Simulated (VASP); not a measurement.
**Ba: single point with PBE**

Ba, a sheet with vacuum:

```xyz
3
Lattice="8.5039 0.0000 0.0000 -4.2520 7.3646 0.0000 0.0000 0.0000 23.8000" Properties=species:S:1:pos:R:3 pbc="T T T"
Ba   -2.1260    3.6823    7.0000
Ba    4.2520    0.0000    7.0000
Ba    2.1260    3.6823    7.0000
```

| Property | Result |
| --- | --- |
| Program | VASP 6.6.1 |
| Task | single point |
| Functional | PBE |
| Potentials or basis | VASP PAW PBE potentials, release 64 (Ba_sv) |
| Cutoff | 400 eV |
| k mesh | 6 × 6 × 1 |
| Occupations | gaussian, width 0.1 eV |
| Spin | no spin polarisation |
| Dipole correction | yes |
| k mesh for the DOS | 9 × 9 × 1 |
| Occupations for the DOS | tetrahedron |
| Further INCAR settings | ALGO = Normal; EDIFF = 1e-06; NELMDL = -8 |

| Property | Result |
| --- | --- |
| Valence electrons inside the program's atomic spheres | Ba 7.88 |

Levels at points of the mesh, in eV from the Fermi level:
```tsv
k point	band 11	band 12	band 13	band 14	band 15	band 16	band 17	band 18	band 19
(0.00, 0.00, 0.00)	-14.55	-14.55	-1.93	-0.34	-0.15	-0.12	-0.12	0.47	0.49
```

Run time: 6.2 min on 1 thread of Intel(R) Xeon(R) 6975P-C (Granite Rapids) (shared host), peak memory 0.93 GiB.

Caveat: spin-orbit coupling is left out, which moves the levels of the heavy elements.
